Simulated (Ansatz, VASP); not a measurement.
## One calculation of Al, two programs

Contents of INCAR:

```
ALGO = Normal
EDIFF = 1E-6
ENCUT = 520
GGA = PE
ISIF = 2
ISMEAR = 0
LASPH = True
LCHARG = False
LREAL = False
LWAVE = False
NBANDS = 8
NELM = 100
PREC = Accurate
SIGMA = 0.15
```

File KPOINTS:

```
k-points
0
Gamma
  22 22 22
```

The input POSCAR:

```
Al
1.0
    0.0000000000      1.8544925768      2.4108403498
    1.8544925768      0.0000000000      2.4108403498
    1.8544925768      1.8544925768      0.0000000000
Al
1
Direct
    0.0000000000      0.0000000000      0.0000000000
```

Input for Ansatz:

```yaml
crystal:
  lattice:
    - [0.0, 1.8544925768, 2.4108403498]
    - [1.8544925768, 0.0, 2.4108403498]
    - [1.8544925768, 1.8544925768, 0.0]
  atoms:
    - { symbol: Al, position: [0.0, 0.0, 0.0] }
basis:
  ecutwfc: 420
kpoints:
  mp_grid: { grid: [22, 22, 22] }
hamiltonian:
  xc: pbe
scf:
  occupations: { method: gaussian, width: 0.15 }
output:
  forces: true
  stress: true
  eigenvalues: true
```

Alike in both runs: task single point; functional PBE; k mesh 22 × 22 × 22; occupations gaussian, width 0.15 eV; no spin polarisation.

```csv
,VASP,Ansatz
version,VASP 6.6.1,Ansatz 0.2.0
potentials or method,"VASP PAW PBE potentials, release 64 (Al), cutoff 520 eV","scalar-relativistic, plane waves, PAW"
valence electrons in the cell,3,3
```

```tsv
	VASP	Ansatz	Ansatz less VASP
gap on the k mesh at the Fermi level (eV)	none	none	-
pressure (GPa)	5.0	5.0	+0.02
traceless stress, the component that is largest in VASP (GPa)	-12.82	-12.83	-0.006
```

A gap of «none» marks a metal or a gap that the smearing closes.
